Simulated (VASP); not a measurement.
## BN: single point with PBE

Crystal: BN.

```xyz
4
Lattice="2.4930 0.0000 0.0000 -1.2465 2.1590 0.0000 0.0000 0.0000 4.1278" Properties=species:S:1:pos:R:3 pbc="T T T"
B     1.2465    0.7197    0.0000
B     0.0000    1.4393    2.0639
N     1.2465    0.7197    1.5479
N     0.0000    1.4393    3.6118
```

```yaml
Program: VASP 6.6.1
Task: single point
Functional: PBE
Potentials_or_basis: VASP PAW PBE potentials, release 64 (B, N)
Cutoff: 600 eV
k_mesh: 12 × 12 × 6
Occupations: gaussian, width 0.01 eV
Spin: no spin polarisation
Dipole_correction: no
Further_INCAR_settings: ALGO = Normal; EDIFF = 1e-06; NBANDS = 16
```

```yaml
Pressure: 30.7 GPa
Largest_force: 0.108 eV/Å
Band_gap_on_the_k_mesh: 5.11 eV, indirect (least direct gap 8.60 eV)
```

Forces on the atoms (eV/Å):
```
B    0.000  0.000  0.108
B    0.000  0.000  0.108
N    0.000  0.000 -0.108
N    0.000  0.000 -0.108
```

Stress tensor (GPa, compression positive):
```
31.10  0.00  0.00
 0.00 31.10  0.00
 0.00  0.00 29.92
```

Levels at points of the mesh, in eV from the valence-band top:
```
           k point  band 4  band 5  band 6  band 7  band 8  band 9  band 10  band 11  band 12  band 13
(0.00, 0.00, 0.00)   -2.25   -2.25   -0.27    0.00    0.00    8.65     8.65     8.91    10.33    11.78
(0.50, 0.00, 0.00)   -8.18   -7.26   -5.30   -4.71   -2.25    6.96     8.17    10.98    12.08    13.63
(0.00, 0.00, 0.50)   -5.98   -1.25   -1.25   -1.25   -1.25   10.09    10.09    10.28    10.28    10.28
(0.50, 0.00, 0.50)  -10.54   -4.01   -4.01   -3.77   -3.77    6.82     6.82    10.46    10.46    14.94
```

Wall time 23 s on 1 thread of Intel(R) Xeon(R) Platinum 8259CL CPU @ 2.50GHz (Skylake/Cascade Lake), with other jobs on the host, peak memory 0.15 GiB.

A k mesh can miss the band edges.
